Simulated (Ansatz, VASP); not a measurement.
CaO: VASP beside Ansatz

INCAR

```
PREC = Accurate ; ENCUT = 600
EDIFF = 1E-6 ; ISMEAR = 0
SIGMA = 0.1 ; LREAL = F
LASPH = T ; NELM = 200
ALGO = Normal ; ISIF = 2
LWAVE = F ; LCHARG = F
ISPIN = 2 ; MAGMOM = 0 0 1 1
LORBIT = 11 ; GGA = PE
NBANDS = 28 ; GGA_COMPAT = F
```

The input KPOINTS:

```
Automatic mesh
0
Gamma
  6 6 2
```

The input POSCAR:

```
CaO
1.0
    2.7803684900      0.0000000000      0.0000000000
    0.0000000000      2.7803684900      0.0000000000
    0.0000000000      0.0000000000      8.3599680800
Ca O
2 2
Direct
    0.0000000000      0.5000000000      0.3774743400
    0.5000000000      0.0000000000      0.6225256600
    0.0000000000      0.5000000000      0.8816416900
    0.5000000000      0.0000000000      0.1183583100
```

Input for Ansatz:

```yaml
crystal:
  lattice:
    - [2.78036849, 0.0, 0.0]
    - [0.0, 2.78036849, 0.0]
    - [0.0, 0.0, 8.35996808]
  atoms:
    - { symbol: Ca, position: [0.0, 0.5, 0.37747434] }
    - { symbol: Ca, position: [0.5, 0.0, 0.62252566] }
    - { symbol: O, position: [0.0, 0.5, 0.88164169], spin: 1.0 }
    - { symbol: O, position: [0.5, 0.0, 0.11835831], spin: 1.0 }
basis:
  ecutwfc: 420
kpoints:
  mp_grid: { grid: [6, 6, 2] }
hamiltonian:
  xc: pbe
scf:
  occupations: { method: gaussian, width: 0.1 }
  lower_state_search: "off"
output:
  forces: true
  stress: true
  eigenvalues: true
  populations: true
magnetization:
  spin_polarized: true
```

Change from the starting cell: species swapped into the HfCd type (P4/nmm, No. 129).

Alike in both runs: task single point; functional PBE; k mesh 6 × 6 × 2; occupations gaussian, width 0.1 eV; collinear spin.

|  | VASP | Ansatz |
| --- | --- | --- |
| version | VASP 6.6.1 | Ansatz 0.2.0 |
| potentials or method | VASP PAW PBE potentials, release 64 (Ca_sv, O), cutoff 600 eV | scalar-relativistic, plane waves, PAW |
| valence electrons in the cell | 32 | 32 |

```tsv
	VASP	Ansatz	Ansatz less VASP
gap on the k mesh at the Fermi level (eV)	none	none	-
pressure (GPa)	17.7	15.8	-1.87
traceless stress, the component that is largest in VASP (GPa)	-14.09	-15.96	-1.862
rms of the force components (eV/Å)	3.321	3.114	-0.2063
net moment per atom (μB)	0.63	0.93	+0.303
size of the moment on the site where the two differ most (μB)	0.01	0.30	+0.290
```

The net moments are unlike, so the other rows may belong to different states. Site moments also hang on the region over which each program counts them. Atom by atom the forces differ by 0.260 eV/Å (rms over components). A gap of «none» marks a metal or a gap that the smearing closes.

The k mesh is coarse, so the values compare programs but aren't converged.
